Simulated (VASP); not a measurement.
# BN (P6_3mc) in VASP: a series of runs

BN is run at these levels: LDA; tasks: single point.

All numbers are computed with VASP 6.6.1; they aren't measurements. Logs are shortened: lines on timing, memory, paths and dates and some standing lists are left out, and cuts for length are marked.

### Step 1. The cell of the first run

The structure is hexagonal, space group P6_3mc (No. 186). The conventional cell has a = 2.536 Å, b = 2.536 Å, c = 4.199 Å, α = 90.00°, β = 90.00°, γ = 120.00°. Within 2.1 Å of B (site symmetry 3m) lie 4 N at 1.56 to 1.57 Å. N (site symmetry 3m) has 4 B at 1.56 to 1.57 Å within 2.1 Å.

### Step 2. Single point, LDA

Contents of INCAR:

```
ALGO = Normal
EDIFF = 1E-6
ENCUT = 600
GGA = CA
GGA_COMPAT = False
ISIF = 2
ISMEAR = 0
LASPH = True
LCHARG = False
LREAL = False
LWAVE = False
NBANDS = 16
NELM = 120
PREC = Accurate
SIGMA = 0.01
```

Contents of KPOINTS:

```
k-points
0
Gamma
  3 3 2
```

Contents of POSCAR:

```
BN
1.0
    2.5360000000      0.0000000000      0.0000000000
   -1.2680000000      2.1962400000      0.0000000000
    0.0000000000      0.0000000000      4.1990000000
B N
2 2
Direct
    0.6666666667      0.3333333333      0.0000000000
    0.3333333333      0.6666666667      0.5000000000
    0.6666666667      0.3333333333      0.3750000000
    0.3333333333      0.6666666667      0.8750000000
```

Potentials or basis: VASP PAW LDA potentials, release 64 (B, N).

Launch:

```bash
> cat potpaw_LDA.64/B/POTCAR potpaw_LDA.64/N/POTCAR > POTCAR
> mpirun -np 1 vasp_std > vasp.out
```

OUTCAR:

```text
EDIFF = 1E-6
   ENCUT = 600
   GGA = CA
   ISIF = 2
   ISMEAR = 0
   LASPH = True
   LREAL = False
   NELM = 120
   PREC = Accurate

 ion  position               nearest neighbor table
   1  0.667  0.333  0.000-   4 1.56   4 1.56   4 1.56   3 1.57
   2  0.333  0.667  0.500-   3 1.56   3 1.56   3 1.56   4 1.57
   3  0.667  0.333  0.375-   2 1.56   2 1.56   2 1.56   1 1.57
   4  0.333  0.667  0.875-   1 1.56   1 1.56   1 1.56   2 1.57

  LATTYP: Found a hexagonal cell.
 ALAT       =     2.5360000000
 C/A-ratio  =     1.6557570978

  Lattice vectors:

 A1 = (   2.5360000000,   0.0000000000,   0.0000000000)
 A2 = (  -1.2680000000,   2.1962400000,   0.0000000000)
 A3 = (   0.0000000000,   0.0000000000,   4.1990000000)

Analysis of symmetry for initial positions (statically):
=====================================================================
 Subroutine PRICEL returns:
 Original cell was already a primitive cell.

 Routine SETGRP: Setting up the symmetry group for a
 hexagonal supercell.

 Subroutine GETGRP returns: Found 12 space group operations
 (whereof  6 operations were pure point group operations)
 out of a pool of 24 trial point group operations.

The static configuration has the point symmetry C_3v.
 The point group associated with its full space group is C_6v.

Analysis of symmetry for dynamics (positions and initial velocities):
=====================================================================
 Subroutine PRICEL returns:
 Original cell was already a primitive cell.

 Routine SETGRP: Setting up the symmetry group for a
 hexagonal supercell.

 Subroutine GETGRP returns: Found 12 space group operations
 (whereof  6 operations were pure point group operations)
 out of a pool of 24 trial point group operations.

The dynamic configuration has the point symmetry C_3v.
 The point group associated with its full space group is C_6v.

 Subroutine INISYM returns: Found 12 space group operations
 (whereof  6 operations are pure point group operations),
 and found     1 'primitive' translations

----------------------------------------------------------------------------------------

                                     Primitive cell

  volume of cell :      23.3870

  direct lattice vectors                    reciprocal lattice vectors
     2.536000000  0.000000000  0.000000000     0.394321767  0.227661822  0.000000000
    -1.268000000  2.196240000  0.000000000     0.000000000  0.455323644  0.000000000
[... 72 lines left out ...]
   EDIFFG = 0.1E-04   stopping-criterion for IOM
   NSW    =      0    number of steps for IOM
   IBRION =     -1    ionic relax: 0-MD 1-quasi-New 2-CG
   NFREE  =      0    steps in history (QN), initial steepest desc. (CG)
   ISIF   =      2    stress and relaxation
   ISYM   =      2    0-nonsym 1-usesym 2-fastsym
   POTIM  = 0.5000    time-step for ionic-motion
   TEBEG  =    0.0;   TEEND  =   0.0 temperature during run
   PSTRESS=    0.0 pullay stress
   NELECT =      16.0000    total number of electrons
   NUPDOWN=      -1.0000    fix difference up-down
   EMIN   =  10.00;   EMAX   =-10.00  energy-range for DOS
   EFERMI =   0.00;   METHOD = LEGACY
   ISMEAR =     0;   SIGMA  =   0.01  broadening in eV -4-tet -1-fermi 0-gaus
   EFERMI_NEDOS =   21; number of points for ismear=-14 and -15
   IALGO  =     38    algorithm
   IMIX   =      4    mixing-type and parameters
     AMIX     =   0.40;   BMIX     =  1.00
     AMIX_MAG =   1.60;   BMIX_MAG =  1.00
  volume/ion in A,a.u.               =       5.85        39.46
  Fermi-wavevector in a.u.,A,eV,Ry     =   1.442524  2.725976 28.312048  2.080877
  Thomas-Fermi vector in A             =   2.561035
   LORBIT       =      0    0 simple, 1 ext, 2 COOP (PROOUT), +10 PAW based schemes
   GGA     = CA    functional components
   LHFCALC =     F    Hartree Fock is set to
   AEXX    =    0.0000 exact exchange contribution
   IVDW    =     0    specifies the selected vdW correction
   LEPSILON=     F    determine dielectric tensor
   LRPA    =     F    only Hartree local field effects (RPA)
 non-spin polarized calculation
 Gauss-broadening in eV      SIGMA  =   0.01
  energy-cutoff  :      600.00
  volume of cell :       23.39
 maximum number of plane-waves:       801
   NGX = 11   NGY = 11   NGZ = 17

 number of electron      16.0000001 magnetization

 Free energy of the ion-electron system (eV)
  ---------------------------------------------------
  ext. energy  EPLUGINS =         0.00000000
  ---------------------------------------------------
  free energy    TOTEN  =       -38.36928654 eV

  energy without entropy =      -38.36928654  energy(sigma->0) =      -38.36928654

 E-fermi :   7.8336     XC(G=0): -13.1344

 val. band max:        7.7390790137   @ k =   0.0000   0.0000   0.0000
 cond. band min:      12.6451840608   @ k =   0.3333   0.3333   0.0000
 fundamental gap:      4.9061050472
 Fermi energy:         7.8336194760

 k-point     1 :       0.0000    0.0000    0.0000
  band No.  band energies     occupation
      1     -12.6523      2.00000
      2      -8.3836      2.00000
      3      -3.3375      2.00000
      4       5.5844      2.00000
      5       5.5844      2.00000
      6       7.4765      2.00000
[... 91 lines left out ...]
      3      -1.1442      2.00000
      4      -1.1442      2.00000
      5      -0.1945      2.00000
      6      -0.1945      2.00000
[... 8 lines left out ...]
     15      24.4430      0.00000
     16      24.4430      0.00000

------------------------ aborting loop because EDIFF is reached ----------------------------------------

  FORCE on cell =-STRESS in cart. coord.  units (eV):
  Direction    XX          YY          ZZ          XY          YZ          ZX
  --------------------------------------------------------------------------------------
  -------------------------------------------------------------------------------------
  Total       -0.2361918     -0.2361918     -1.1373141      0.0000000     -0.0000000      0.0000000
  in kB      -16.1808210    -16.1808148    -77.9141014      0.0000000     -0.0000000      0.0000000
  external PRESSURE =     -36.7585791 kB  Pullay stress =       0.0000000 kB

 VOLUME and BASIS-vectors are now :
 -----------------------------------------------------------------------------
  energy-cutoff  :      600.00
  volume of cell :       23.39
      direct lattice vectors                 reciprocal lattice vectors
     2.536000000  0.000000000  0.000000000     0.394321767  0.227661822  0.000000000
    -1.268000000  2.196240000  0.000000000     0.000000000  0.455323644  0.000000000
     0.000000000  0.000000000  4.199000000     0.000000000  0.000000000  0.238151941

 POSITION                                       TOTAL-FORCE (eV/Angst)
 -----------------------------------------------------------------------------------
      1.26800      0.73208      0.00000         0.000000     -0.000000     -0.201793
     -0.00000      1.46416      2.09950        -0.000000      0.000000     -0.201793
      1.26800      0.73208      1.57462         0.000000     -0.000000      0.201793
     -0.00000      1.46416      3.67413        -0.000000      0.000000      0.201793
 -----------------------------------------------------------------------------------
    total drift:                                0.000000      0.000000     -0.000535

  FREE ENERGIE OF THE ION-ELECTRON SYSTEM (eV)
  ---------------------------------------------------
  free  energy   TOTEN  =       -38.3692865439 eV

  energy  without entropy=      -38.3692865439  energy(sigma->0) =      -38.36928654
```

It took 4.1 s on 1 thread of Intel Xeon Platinum 8488C (Sapphire Rapids), shared host; peak memory 0.12 GiB.

What came out:

```yaml
Free_energy: -38.3693 eV
Pressure: -3.7 GPa
Largest_force: 0.202 eV/Å
Band_gap_on_the_k_mesh: 4.91 eV, indirect (least direct gap 8.24 eV)
```

Forces in eV/Å, atoms in the order of the input:
```
B    0.000  0.000 -0.202
B    0.000  0.000 -0.202
N    0.000  0.000  0.202
N    0.000  0.000  0.202
```

Caveat: the k points lie up to 0.95 Å⁻¹ apart.

### Step 3. Single point, LDA

INCAR is that of step 2.

Contents of KPOINTS:

```
k-points
0
Gamma
  5 5 3
```

POSCAR is that of step 2.

Potentials or basis: VASP PAW LDA potentials, release 64 (B, N).

Launch:

```bash
> cat potpaw_LDA.64/B/POTCAR potpaw_LDA.64/N/POTCAR > POTCAR
> mpirun -np 1 vasp_std > vasp.out
```

OUTCAR:

```text
EDIFF = 1E-6
   ENCUT = 600
   GGA = CA
   ISIF = 2
   ISMEAR = 0
   LASPH = True
   LREAL = False
   NELM = 120
   PREC = Accurate

 ion  position               nearest neighbor table
   1  0.667  0.333  0.000-   4 1.56   4 1.56   4 1.56   3 1.57
   2  0.333  0.667  0.500-   3 1.56   3 1.56   3 1.56   4 1.57
   3  0.667  0.333  0.375-   2 1.56   2 1.56   2 1.56   1 1.57
   4  0.333  0.667  0.875-   1 1.56   1 1.56   1 1.56   2 1.57

  LATTYP: Found a hexagonal cell.
[... 373 lines left out ...]
  FORCE on cell =-STRESS in cart. coord.  units (eV):
  Direction    XX          YY          ZZ          XY          YZ          ZX
  --------------------------------------------------------------------------------------
  -------------------------------------------------------------------------------------
  Total       -0.7351188     -0.7351186     -0.8969261      0.0000000      0.0000000      0.0000000
  in kB      -50.3608687    -50.3608492    -61.4458175      0.0000000      0.0000000      0.0000000
  external PRESSURE =     -54.0558451 kB  Pullay stress =       0.0000000 kB

 VOLUME and BASIS-vectors are now :
 -----------------------------------------------------------------------------
  energy-cutoff  :      600.00
  volume of cell :       23.39
      direct lattice vectors                 reciprocal lattice vectors
     2.536000000  0.000000000  0.000000000     0.394321767  0.227661822  0.000000000
    -1.268000000  2.196240000  0.000000000     0.000000000  0.455323644  0.000000000
     0.000000000  0.000000000  4.199000000     0.000000000  0.000000000  0.238151941

 POSITION                                       TOTAL-FORCE (eV/Angst)
 -----------------------------------------------------------------------------------
      1.26800      0.73208      0.00000        -0.000000      0.000000      0.035705
     -0.00000      1.46416      2.09950         0.000000      0.000000      0.035705
      1.26800      0.73208      1.57462         0.000000      0.000000     -0.035705
     -0.00000      1.46416      3.67413        -0.000000     -0.000000     -0.035705
 -----------------------------------------------------------------------------------
    total drift:                                0.000000      0.000000     -0.000547

  FREE ENERGIE OF THE ION-ELECTRON SYSTEM (eV)
  ---------------------------------------------------
  free  energy   TOTEN  =       -38.7358018860 eV

  energy  without entropy=      -38.7358018860  energy(sigma->0) =      -38.73580189
```

OSZICAR:

```text
N       E                     dE             d eps       ncg     rms          rms(c)
DAV:   1     0.432515340120E+02    0.43252E+02   -0.90681E+03   320   0.109E+03
DAV:   2    -0.385317378951E+02   -0.81783E+02   -0.74231E+02   464   0.226E+02
DAV:   3    -0.410531314433E+02   -0.25214E+01   -0.25136E+01   368   0.380E+01
DAV:   4    -0.410585682282E+02   -0.54368E-02   -0.54365E-02   392   0.211E+00
DAV:   5    -0.410585820363E+02   -0.13808E-04   -0.13808E-04   352   0.966E-02    0.928E+00
DAV:   6    -0.390171435786E+02    0.20414E+01   -0.25345E+00   376   0.141E+01    0.424E+00
DAV:   7    -0.388010266929E+02    0.21612E+00   -0.28286E-01   416   0.417E+00    0.257E+00
DAV:   8    -0.387374031773E+02    0.63624E-01   -0.80420E-02   400   0.207E+00    0.261E-01
DAV:   9    -0.387358471915E+02    0.15560E-02   -0.26564E-03   352   0.513E-01    0.142E-01
DAV:  10    -0.387358029322E+02    0.44259E-04   -0.16672E-04   408   0.112E-01    0.168E-02
DAV:  11    -0.387358021103E+02    0.82189E-06   -0.14325E-05   392   0.328E-02    0.115E-02
DAV:  12    -0.387358018860E+02    0.22424E-06   -0.14539E-06   216   0.110E-02
   1 F= -.38735802E+02 E0= -.38735802E+02  d E =-.742419E-75
```

Run time: 6.1 s. Hardware: 1 thread of Intel Xeon Platinum 8488C (Sapphire Rapids), shared host; peak memory 0.12 GiB.

What came out:

```
Free energy            : -38.7358 eV
Pressure               : -5.4 GPa
Largest force          : 0.036 eV/Å
Band gap on the k mesh : 5.78 eV, indirect (least direct gap 8.30 eV)
```

Forces in eV/Å, atoms in the order of the input:
```
B    0.000  0.000  0.036
B    0.000  0.000  0.036
N    0.000  0.000 -0.036
N    0.000  0.000 -0.036
```

Stress tensor (GPa, compression positive):
```
-5.04  0.00  0.00
 0.00 -5.04  0.00
 0.00  0.00 -6.14
```

Levels at points of the mesh, in eV from the valence-band top:
| k point | band 6 | band 7 | band 8 | band 9 | band 10 | band 11 |
| --- | --- | --- | --- | --- | --- | --- |
| (0.00, 0.00, 0.00) | -0.25 | 0.00 | 0.00 | 8.30 | 8.30 | 8.50 |

Caveat: the k points lie up to 0.57 Å⁻¹ apart. A hybrid or GW would open this gap; LDA tends to underestimate it.
